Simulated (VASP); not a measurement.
A run of VASP 6.6.1 is set up as follows.

The input INCAR:

```
SYSTEM = S
  PREC = Accurate
  ENCUT = 520
  EDIFF = 1E-6
  ISMEAR = -1
  SIGMA = 0.1551
  LREAL = Auto
  LASPH = .TRUE.
  NELM = 100
  ALGO = Normal
  ISIF = 2
  LWAVE = .FALSE.
  LCHARG = .FALSE.
  GGA = PE
  IVDW = 12
  NBANDS = 69
```

Contents of KPOINTS:

```
Automatic mesh
0
Gamma
  2 2 2
  0.5 0.5 0.5
```

Contents of POSCAR:

```
S
1.0
    0.0000000000     -6.3644340000     -2.8840340000
    5.5117610000      3.1822170000     -2.8840340000
    5.5117610000     -3.1822170000      7.2100860000
S
18
Direct
    0.3696252263      0.7170009527      0.4881207860
    0.7273797302      0.0369480299      0.1422754524
    0.0721447029      0.4347595318      0.8096393091
    0.4507817618      0.2544506003      0.3614590880
    0.7372634059      0.6379041259     -0.0178846802
    0.1110643630      0.9975816256      0.6862798481
    0.7180163893      0.5309020954      0.5277169195
    0.1289149711      0.8681141477      0.2352827522
    0.3885432115      0.1932616524      0.9223170166
    0.5534145350      0.2205066590      0.5439383160
    0.9176243396      0.5935628350      0.1744887914
    0.2577140316      0.8922438730      0.8530108650
    0.6232378410      0.7306136542      0.6565225079
    0.8459400402      0.0168025808      0.3464430316
    0.1932262914      0.3312735750      0.9967263147
    0.2274693082      0.4528283796      0.4805890889
    0.5348515438      0.7723368712      0.0941598801
    0.9250211565      0.1614324712      0.7423752229
```

Potentials or basis: VASP PAW PBE potentials, release 64 (S).

Command:

```bash
$ cat potpaw_PBE.64/S/POTCAR > POTCAR
$ mpirun -np 1 vasp_std > vasp.out
```

Task: Predict the pressure.

Result: -2.2 GPa.

Task: Predict the largest force.

Result: 2.538 eV/Å.

Task: Estimate the dispersion energy per atom.

Result: -0.231 eV.

Task: Estimate the band gap on the k mesh.

Result: 0.74 eV (least direct gap 0.75 eV).

Stress tensor (GPa, compression positive):
```
-2.78 -0.89 -1.13
-0.89 -1.97  0.35
-1.13  0.35 -1.99
```

Caveat: the atoms stand as in a frame of molecular dynamics; semilocal functionals underestimate gaps, and a narrow one can read as zero; a shifted mesh leaves out Γ, where band edges can lie; forces of over 1 eV/Å act on the atoms, so gaps and moduli don't describe the material at rest. A k mesh can miss the band edges.
